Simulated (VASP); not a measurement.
Write the native input for VASP 6.6.1 that does the following.

| Quantity | Value |
| --- | --- |
| Task | single point |
| Functional | r2SCAN |
| Potentials or basis | VASP PAW PBE potentials, release 64 (P) |
| Cutoff | 520 eV |
| k mesh | 12 × 12 × 12 |
| Occupations | gaussian, width 0.15 eV |
| Spin | no spin polarisation |
| Dipole correction | no |
| Further INCAR settings | ALGO = Normal; EDIFF = 1e-07; NBANDS = 8 |

P:

```
P
1.0
     4.05926    0.00000    0.00000
     0.00000    4.05926    0.00000
     0.00000    0.00000    4.37800
P
1
Direct
  0.00000 0.00000 0.00000
```

This cell differs from its parent crystal: strain -0.050 along x and y, +0.000 along z.

The input as run:

POSCAR

```
P
1.0
    4.0592596145      0.0000000000      0.0000000000
    0.0000000000      4.0592596145      0.0000000000
    0.0000000000      0.0000000000      4.3780000000
P
1
Direct
    0.0000000000      0.0000000000      0.0000000000
```

INCAR.step1

```
SYSTEM = P
PREC = Accurate
ENCUT = 520
ISMEAR = 0
SIGMA = 0.15
LREAL = .False.
LASPH = .True.
NELM = 80
NBANDS = 8
GGA = PE
ALGO = Normal
EDIFF = 1E-4
LWAVE = .True.
LCHARG = .False.
```

INCAR.step2

```
SYSTEM = P
PREC = Accurate
ENCUT = 520
EDIFF = 1E-7
ISMEAR = 0
SIGMA = 0.15
LREAL = .False.
LASPH = .True.
NELM = 80
ALGO = Normal
ISIF = 2
LWAVE = .False.
LCHARG = .True.
METAGGA = R2SCAN
LMIXTAU = .True.
LELF = .True.
LVHAR = .True.
NBANDS = 8
ISTART = 1
```

KPOINTS

```
Automatic mesh
0
Gamma
  12 12 12
  0 0 0
```

Potentials or basis: VASP PAW PBE potentials, release 64 (P).

Run with:

```console
$ cat potpaw_PBE.64/P/POTCAR > POTCAR
$ cp INCAR.step1 INCAR
$ mpirun -np 1 vasp_std > vasp.out
$ cp INCAR.step2 INCAR
$ mpirun -np 1 vasp_std > vasp.out
```

It gave:

```yaml
Pressure: -5.0 GPa
Band_gap_on_the_k_mesh: zero (an odd number of electrons rules out a gap without spin polarisation)
```

Caveat: the cell differs from its parent crystal (strain -0.050 along x and y, +0.000 along z); the cell stands under tension; the atoms stand far beyond bonding distance, and open shells without spin polarisation read as a metal; the PAW data sets were made with another functional, which shifts forces and pressure a little.

It took 2.3 min on 1 thread of Intel(R) Xeon(R) 6975P-C (Granite Rapids) (shared host), peak memory 0.24 GiB.
